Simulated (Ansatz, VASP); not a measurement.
# Two plane-wave programs on NaH

```
CELL_PARAMETERS angstrom
2.95512 0.00000 0.00000
0.00000 2.95512 0.00000
0.00000 0.00000 2.89602
ATOMIC_POSITIONS crystal
Na 0.00000 0.00000 0.00000
H 0.50000 0.50000 0.50000
```

Change from the starting cell: strain -0.0200 x Voigt [0, 0, 1, 0, 0, 0], atoms carried along.

Alike in both runs: task single point; functional LDA; k mesh 12 × 12 × 12; occupations gaussian, width 0.05 eV; no spin polarisation.

|  | VASP | Ansatz |
| --- | --- | --- |
| version | VASP 6.6.1 | Ansatz 0.2.0 |
| potentials or method | VASP PAW LDA potentials, release 64 (Na_pv, H), cutoff 520 eV | scalar-relativistic, plane waves, PAW |
| valence electrons in the cell | 8 | 10 |

|  | VASP | Ansatz | Ansatz less VASP |
| --- | --- | --- | --- |
| gap on the k mesh at the Fermi level (eV) | 0.51 | 0.51 | +0.002 |
| least direct gap on the mesh (eV) | 4.18 | 4.19 | +0.003 |
| pressure (GPa) | -1.7 | -1.6 | +0.06 |
| traceless stress, the component that is largest in VASP (GPa) | 1.54 | 1.54 | -0.004 |

LDA's correlation is that of Perdew and Zunger in VASP and of Perdew and Wang (1992) in Ansatz. VASP's potentials hold 8 valence electrons a cell and Ansatz's 10, so a difference there can come from the potentials and not from the codes.
